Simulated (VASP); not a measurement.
A run of VASP 6.6.1:

Contents of INCAR:

```
SYSTEM = Na4AlO
  ALGO = Normal
  EDIFF = 1E-6
  ENCUT = 520
  GGA = PE
  ISIF = 2
  ISMEAR = 0
  LASPH = .TRUE.
  LCHARG = .FALSE.
  LREAL = .FALSE.
  LWAVE = .FALSE.
  NBANDS = 28
  NELM = 100
  PREC = Accurate
  SIGMA = 0.2
```

File KPOINTS:

```
k-points
0
G
  5 5 2
  0 0 0
```

File POSCAR:

```
Na4AlO
1.0
    3.5655953319      0.0000000000      0.0000000000
   -1.7827976660      3.0878961371      0.0000000000
    0.0000000000      0.0000000000     13.3164314917
Na Al O
4 1 1
Direct
    0.6666666667      0.3333333333      0.9283685660
    0.3333333333      0.6666666667      0.0716314340
    0.3333333333      0.6666666667      0.6870700381
    0.6666666667      0.3333333333      0.3129299619
    0.0000000000      0.0000000000      0.5000000000
    0.0000000000      0.0000000000      0.0000000000
```

Potentials or basis: VASP PAW PBE potentials, release 64 (Na_pv, Al, O).

Run with:

```console
$ cat potpaw_PBE.64/Na_pv/POTCAR potpaw_PBE.64/Al/POTCAR potpaw_PBE.64/O/POTCAR > POTCAR
$ mpirun -np 1 vasp_std > vasp.out
```

Hardware: 1 thread of Intel(R) Xeon(R) 6975P-C (Granite Rapids), with other jobs on the host.

Problem. Estimate the wall time of this run.

Solution. It took 26 s on 1 thread of Intel(R) Xeon(R) 6975P-C (Granite Rapids) (shared host), peak memory 0.25 GiB. Counts: scf iterations 17, k points 10.
